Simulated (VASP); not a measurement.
Crystal: ZnRe.

```
Re Zn
1.0
     2.74335    0.00000    0.00000
    -1.37168    2.37581    0.00000
     0.00000    0.00000    4.47780
Re Zn
1 1
Direct
  0.33333 0.66667 0.50000
  0.00000 0.00000 0.00000
```

Base run:

```yaml
Program: VASP 6.6.1
Functional: PBE
Potentials_or_basis: VASP PAW PBE potentials, release 64 (Re_sv_GW, Zn)
Cutoff: 500 eV
k_mesh: 11 × 11 × 6
Occupations: fermi-dirac, width 0.05 eV
Spin: no spin polarisation
```

Its results: pressure -0.8 GPa.

Question: The run is repeated on the same cell with these changes: potentials or basis from VASP PAW PBE potentials, release 64 (Re_sv_GW, Zn) to VASP PAW PBE potentials, release 64 (Re, Zn); cutoff from 500 eV to 520 eV; further incar settings from ALGO = Normal; EDIFF = 1e-06; NBANDS = 20 to ALGO = Fast; EDIFF = 1e-06; NBANDS = 16; valence electrons from 27 to 19. What comes out?

Answer: Pressure 0.1 GPa.
